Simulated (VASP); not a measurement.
Set up this calculation in VASP 6.6.1, as the native input.

* Task: relaxation of cell and atoms
* Functional: PBEsol
* Potentials or basis: VASP PAW PBE potentials, release 64 (Pt)
* Cutoff: 600 eV
* k mesh: 9 × 9 × 9
* Occupations: methfessel-paxton, width 0.05 eV
* Spin: no spin polarisation
* Target pressure: 40 GPa
* Dipole correction: no
* Further INCAR settings: ALGO = Normal; EDIFF = 1e-06; IBRION = 2; EDIFFG = -0.01; NSW = 80; ISIF = 3

The structure of Pt lies in POSCAR:

```
Pt
1.0
    2.5500000000      0.0000000000      0.0000000000
    0.0000000000      2.5500000000      0.0000000000
    0.0000000000      0.0000000000      2.5500000000
Pt
1
Direct
    0.0000000000      0.0000000000      0.0000000000
```

One way to write it, as run:

INCAR

```
PREC = Accurate ; ENCUT = 600
EDIFF = 1E-6 ; ISMEAR = 1
SIGMA = 0.05 ; LREAL = False
LASPH = True ; NELM = 60
ALGO = Normal ; ISIF = 3
LWAVE = False ; LCHARG = False
GGA = PS ; IBRION = 2
NSW = 80 ; EDIFFG = -0.01
PSTRESS = 400.0
```

KPOINTS

```
Automatic mesh
0
Gamma
  9 9 9
```

Potentials or basis: VASP PAW PBE potentials, release 64 (Pt).

Launch:

```sh
$ cat potpaw_PBE.64/Pt/POTCAR > POTCAR
$ mpirun -np 1 vasp_std > vasp.out
```

It gave:

```
Relaxed volume                                         : 15.17 Å³/atom
Relaxed cell                                           : a = 2.475 Å, b = 2.475 Å, c = 2.475 Å, α = 90.00°, β = 90.00°, γ = 90.00°
Space group after relaxing (to 0.05 Å)                 : Pm-3m (No. 221)
Energy change on relaxing (the enthalpy is what falls) : +209.4 meV/atom
Ionic steps                                            : 5
Pressure after relaxing                                : 40.1 GPa
Band gap on the k mesh                                 : zero (band 5 reaches 13.18 eV, above the bottom of band 6 at 9.66 eV)
```

Caveat: the cell is relaxed towards a set pressure, so the enthalpy falls and the energy may rise; the PAW data sets were made with another functional, which shifts forces and pressure a little; spin-orbit coupling is left out, which moves the levels of the heavy elements.

Wall time 26 s on 1 thread of Intel(R) Xeon(R) Platinum 8488C (Sapphire Rapids) (shared host), peak memory 0.14 GiB.
